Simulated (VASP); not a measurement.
# SiC2: relaxation of cell and atoms with PBE

The system is SiC2.

```
Si C
1.0
     0.00000    3.87972    4.26909
     2.46481    0.00000    4.26909
     2.46481    3.87972    0.00000
Si C
2 4
Cartesian
  3.2864 3.8797 4.2691
  1.6432 3.8797 4.2691
  0.8216 3.8797 2.8461
  0.8216 3.8797 5.6921
  4.1080 3.8797 2.8461
  4.1080 3.8797 5.6921
```

```
Program                : VASP 6.6.1
Task                   : relaxation of cell and atoms
Functional             : PBE
Potentials or basis    : VASP PAW PBE potentials, release 64 (Si, C)
Cutoff                 : 600 eV
k mesh                 : 4 × 4 × 4
Occupations            : gaussian, width 0.1 eV
Spin                   : no spin polarisation
Dipole correction      : no
Further INCAR settings : ALGO = Normal; EDIFF = 1e-06; IBRION = 2; EDIFFG = -0.04; NSW = 90; ISIF = 3
```

```
Relaxed volume                         : 11.93 Å³/atom
Relaxed cell                           : a = 5.491 Å, b = 5.089 Å, c = 4.086 Å, α = 72.60°, β = 62.17°, γ = 45.23°
Space group after relaxing (to 0.05 Å) : Fmmm (No. 69)
Energy gained by relaxing              : 1441.7 meV/atom
Ionic steps                            : 36
Pressure after relaxing                : 0.0 GPa
Largest force after relaxing           : 0.009 eV/Å
Band gap on the k mesh                 : zero (band 12 reaches 5.86 eV, above the bottom of band 13 at 5.49 eV)
```

Forces on the atoms (eV/Å):
```
Si  -0.009  0.000  0.000
Si   0.009  0.000  0.000
C    0.004  0.000 -0.002
C    0.004  0.000  0.002
C   -0.004  0.000 -0.002
C   -0.004  0.000  0.002
```

Stress tensor (GPa, compression positive):
```
 0.08  0.00  0.00
 0.00 -0.04  0.00
 0.00  0.00  0.06
```

The path:
```
step  energy change (eV)  largest force (eV/Å)  pressure (GPa)  volume (Å³)
   1              0.0000               21.9065           36.63        81.65
   2             10.2932               37.2685            7.87       122.06
   3             -4.0227                5.9273           -8.90        96.64
   4             -4.6271                6.6534           -7.24        94.55
   5             -5.9963                7.2588            2.75        88.00
   6             -6.0122                8.0250           10.17        85.15
   7             -6.0721                7.2838            6.14        86.57
   8             -4.2750                7.3430           -4.69        99.84
   9             -6.2048                4.4642          -12.25        95.70
  10             -7.4824                3.1591          -13.43        92.87
  11             -8.0971                2.8152           -9.53        89.71
  12             -8.1049                2.5452          -10.39        90.08
  13             -8.2589                1.9108           11.81        81.47
  14             -8.5346                0.6275            0.54        85.00
  15             -8.5348                0.5718            0.81        84.90
  16             -8.5495                0.4688           -0.80        85.14
  17             -8.5546                0.2624           -0.29        85.06
  18             -8.5589                0.1095           -0.85        84.90
  19             -8.5590                0.0849           -0.77        84.93
  20             -8.5622                0.0986           -0.37        84.38
  21             -8.5649                0.2034            0.38        83.42
  22             -8.5662                0.1989            0.39        83.28
  23             -8.5702                0.1865            0.42        82.84
  24             -8.5785                0.1625            0.49        81.97
  25             -8.5952                0.1052            0.66        80.24
  26             -8.6227                0.1464            1.14        76.77
  27             -8.6284                0.4987            2.99        69.84
  28             -8.6345                0.3035            1.81        73.58
  29             -8.6440                0.1842            0.67        72.97
  30             -8.6473                0.0471           -1.33        71.79
  31             -8.6490                0.0360           -0.61        72.22
  32             -8.6490                0.0413           -0.57        72.25
  33             -8.6499                0.0313           -0.35        71.99
  34             -8.6502                0.0555           -0.11        71.72
  35             -8.6503                0.0585           -0.08        71.67
  36             -8.6504                0.0095            0.03        71.60
```

Final structure:
```cif
data_structure
_symmetry_space_group_name_H-M 'P 1'
_symmetry_Int_Tables_number 1
_cell_length_a 5.4914
_cell_length_b 5.0889
_cell_length_c 4.0856
_cell_angle_alpha 72.603
_cell_angle_beta 62.165
_cell_angle_gamma 45.232
_cell_volume 71.60
loop_
_atom_site_label
_atom_site_type_symbol
_atom_site_fract_x
_atom_site_fract_y
_atom_site_fract_z
_atom_site_occupancy
Si1 Si 0.28379 0.71621 0.71621 1
Si2 Si 0.71621 0.28379 0.28379 1
C1 C 0.66091 0.95456 0.33909 1
C2 C 0.04544 0.33909 0.95456 1
C3 C 0.95456 0.66091 0.04544 1
C4 C 0.33909 0.04544 0.66091 1
```

Levels at points of the mesh, in eV from the Fermi level:
| k point | band 10 | band 11 | band 12 | band 13 | band 14 | band 15 |
| --- | --- | --- | --- | --- | --- | --- |
| (0.00, 0.00, 0.00) | -1.83 | -1.31 | -0.94 | -0.35 | 2.11 | 3.05 |
| (0.50, 0.00, 0.00) | -3.98 | -2.39 | -1.18 | 0.88 | 2.85 | 3.93 |
| (0.50, 0.50, 0.00) | -3.50 | -2.85 | -1.70 | 0.38 | 1.52 | 3.21 |
| (0.50, 0.00, 0.50) | -1.57 | -1.18 | -1.11 | 0.23 | 3.29 | 3.96 |
| (0.00, 0.50, 0.50) | -4.25 | -3.19 | -0.14 | 1.51 | 1.52 | 3.72 |

Wall time 5.5 min on 1 thread of Intel(R) Xeon(R) 6975P-C (Granite Rapids), on a shared host, peak memory 0.28 GiB.

Caveat: the k points lie up to 0.44 Å⁻¹ apart in the final cell.
